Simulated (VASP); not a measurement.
Write the native input for VASP 6.6.1 that does the following.

| Property | Result |
| --- | --- |
| Task | single point |
| Functional | PBE |
| Dispersion | D3(BJ) |
| Potentials or basis | VASP PAW PBE potentials, release 64 (Se, In_d) |
| Cutoff | 520 eV |
| k mesh | 9 × 9 × 1 |
| Occupations | gaussian, width 0.05 eV |
| Spin | no spin polarisation |
| Dipole correction | yes |
| Further INCAR settings | ALGO = Normal; EDIFF = 1e-07; NBANDS = 48 |

The structure of InSe lies in POSCAR:

```
InSe
1.0
    4.0266404825      0.0000000000      0.0000000000
   -2.0133202413      3.4871729498      0.0000000000
    0.0000000000      0.0000000000     28.2710567674
Se In
4 4
Direct
    0.0000000000      0.0000000000      0.1591733920
    0.0000000000      0.0000000000      0.3494509406
    0.2222222222      0.6666666667      0.4567100678
    0.2222222222      0.6666666667      0.6470249962
    0.6666666667      0.3333333333      0.2049722458
    0.6666666667      0.3333333333      0.3038060185
    0.8888888889      1.0000000000      0.5023966024
    0.8888888889      1.0000000000      0.6012279190
```

This cell differs from its parent crystal: layers slid over each other, then relaxed in part.

The input as run:

INCAR

```
SYSTEM = InSe
  PREC = Accurate
  ENCUT = 520
  EDIFF = 1E-7
  ISMEAR = 0
  SIGMA = 0.05
  LREAL = .FALSE.
  LASPH = .TRUE.
  NELM = 80
  ALGO = Normal
  ISIF = 2
  LWAVE = .FALSE.
  LCHARG = .FALSE.
  LDIPOL = .TRUE.
  IDIPOL = 3
  DIPOL = 0.5 0.5 0.403
  GGA = PE
  IVDW = 12
  NBANDS = 48
```

KPOINTS

```
Automatic mesh
0
G
  9 9 1
  0 0 0
```

Potentials or basis: VASP PAW PBE potentials, release 64 (Se, In_d).

Command:

```bash
$ cat potpaw_PBE.64/Se/POTCAR potpaw_PBE.64/In_d/POTCAR > POTCAR
$ mpirun -np 1 vasp_std > vasp.out
```

Results of the run:

- Largest force: 0.059 eV/Å
- Band gap on the k mesh: 1.06 eV (least direct gap 1.12 eV)
- Dispersion energy per atom: -0.259 eV

Caveat: the cell differs from its parent crystal (layers slid over each other, then relaxed in part); spin-orbit coupling is left out, which moves the levels of the heavy elements.

Run time: 19 min on 1 thread of Oxide Virtual Turin-like Processor (shared host), peak memory 0.79 GiB.
